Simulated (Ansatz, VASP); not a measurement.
One calculation of CdS, two programs

Contents of INCAR:

```
PREC = Accurate ; ENCUT = 520
EDIFF = 1E-6 ; ISMEAR = 0
SIGMA = 0.02 ; LREAL = F
LASPH = T ; NELM = 100
ALGO = Normal ; ISIF = 2
LWAVE = F ; LCHARG = F
GGA = PE ; NBANDS = 16
```

File KPOINTS:

```
regular mesh
0
Gamma
  8 8 8
```

Contents of POSCAR:

```
CdS
1.0
    0.0000000000      2.8708591406      2.8708591406
    2.8708591406      0.0000000000      2.8708591406
    2.8708591406      2.8708591406      0.0000000000
Cd S
1 1
Direct
    0.0000000000      0.0000000000      0.0000000000
    0.7500000000      0.7500000000      0.7500000000
```

Input for Ansatz:

```yaml
crystal:
  lattice:
    - [0.0, 2.8708591406, 2.8708591406]
    - [2.8708591406, 0.0, 2.8708591406]
    - [2.8708591406, 2.8708591406, 0.0]
  atoms:
    - { symbol: Cd, position: [0.0, 0.0, 0.0] }
    - { symbol: S, position: [0.75, 0.75, 0.75] }
basis:
  ecutwfc: 420
kpoints:
  mp_grid: { grid: [8, 8, 8] }
hamiltonian:
  xc: pbe
scf:
  occupations: { method: gaussian, width: 0.02 }
output:
  forces: true
  stress: true
  eigenvalues: true
```

Alike in both runs: task single point; functional PBE; k mesh 8 × 8 × 8; occupations gaussian, width 0.02 eV; no spin polarisation.

|  | VASP | Ansatz |
| --- | --- | --- |
| version | VASP 6.6.1 | Ansatz 0.2.0 |
| potentials or method | VASP PAW PBE potentials, release 64 (Cd, S), cutoff 520 eV | scalar-relativistic, plane waves, PAW |
| valence electrons in the cell | 18 | 26 |

```tsv
	VASP	Ansatz	Ansatz less VASP
gap on the k mesh at the Fermi level (eV)	1.25	1.24	-0.007
least direct gap on the mesh (eV)	1.25	1.24	-0.007
pressure (GPa)	6.8	6.3	-0.44
```

VASP's potentials hold 18 valence electrons a cell and Ansatz's 26, so a difference there can come from the potentials and not from the codes.
